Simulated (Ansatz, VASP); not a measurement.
One calculation of MgS, two programs

```
CELL_PARAMETERS angstrom
0.00000 2.55074 2.55074
2.55074 0.00000 2.55074
2.55074 2.55074 0.00000
ATOMIC_POSITIONS crystal
Mg 0.00000 0.00000 0.00000
S 0.50000 0.50000 0.50000
```

Alike in both runs: task single point; functional PBE; dispersion D4; k mesh 8 × 8 × 8; occupations gaussian, width 0.05 eV; no spin polarisation.

```csv
,VASP,Ansatz
version,VASP 6.6.1,Ansatz 0.2.0
potentials or method,"VASP PAW PBE potentials, release 64 (Mg, S), cutoff 600 eV","scalar-relativistic, plane waves, PAW"
valence electrons in the cell,8,16
```

Ansatz gave:

- gap on the k mesh at the Fermi level (eV): 2.91
- least direct gap on the mesh (eV): 4.21
- pressure (GPa): 3.5

Task: What did VASP give for the same quantities?

Result: gap on the k mesh at the Fermi level (eV): 2.90; least direct gap on the mesh (eV): 4.20; pressure (GPa): 3.2.

VASP's potentials hold 8 valence electrons a cell and Ansatz's 16, so a difference there can come from the potentials and not from the codes.
